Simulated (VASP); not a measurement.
A run of VASP 6.6.1 is set up as follows.

Contents of POSCAR:

```
BaTiO3
1.0
    3.9951440287      0.0000000000      0.0000000000
    0.0000000000      2.8424767306      2.8480072403
    0.0000000000     -2.8424767306      2.8480072403
Ba Ti O
1 1 3
Direct
    0.0000000000      0.0044061011      0.0044061011
    0.5000000000      0.5135753575      0.5135753575
    0.0000000000      0.5737160094      0.5737160094
    0.5000000000      0.4954342957      0.9880908444
    0.5000000000      0.9880908444      0.4954342957
```

The input INCAR.step1:

```
ALGO = Normal
EDIFF = 1E-4
ENCUT = 520
GGA = PE
ISMEAR = 0
LASPH = T
LCHARG = F
LDAU = T
LDAUJ = 0 0 0
LDAUL = -1 2 -1
LDAUTYPE = 2
LDAUU = 0 4 0
LMAXMIX = 4
LREAL = F
LWAVE = T
NBANDS = 28
NELM = 150
PREC = Accurate
SIGMA = 0.05
```

File INCAR.step2:

```
ALGO = Normal
EDIFF = 1E-7
ENCUT = 520
ISIF = 2
ISMEAR = 0
ISTART = 1
LASPH = T
LCHARG = F
LDAU = T
LDAUJ = 0 0 0
LDAUL = -1 2 -1
LDAUPRINT = 1
LDAUTYPE = 2
LDAUU = 0 4 0
LMAXMIX = 4
LMIXTAU = T
LREAL = F
LWAVE = F
METAGGA = R2SCAN
NBANDS = 28
NELM = 150
PREC = Accurate
SIGMA = 0.05
```

Contents of KPOINTS:

```
k-points
0
Gamma
  6 6 6
```

Potentials or basis: VASP PAW PBE potentials, release 64 (Ba_sv, Ti_sv, O).

Launch:

```console
$ cat potpaw_PBE.64/Ba_sv/POTCAR potpaw_PBE.64/Ti_sv/POTCAR potpaw_PBE.64/O/POTCAR > POTCAR
$ cp INCAR.step1 INCAR
$ mpirun -np 1 vasp_std > vasp.out
$ cp INCAR.step2 INCAR
$ mpirun -np 1 vasp_std > vasp.out
```

Problem. What does it give for the band gap on the k mesh?

Solution. 2.59 eV (least direct gap 2.95 eV).

Problem. Predict the pressure.

Solution. 5.6 GPa.

Problem. Predict the largest force.

Solution. 3.073 eV/Å.

Stress tensor (GPa, compression positive):
```
5.32 0.00 0.00
0.00 4.98 0.00
0.00 0.00 6.38
```

Caveat: the cell differs from its parent crystal (atom 3 (O) moved by (+0.000, +0.450) A along y and z); the cell stands under pressure; the PAW data sets were made with another functional, which shifts forces and pressure a little; spin-orbit coupling is left out, which moves the levels of the heavy elements. A k mesh can miss the band edges.
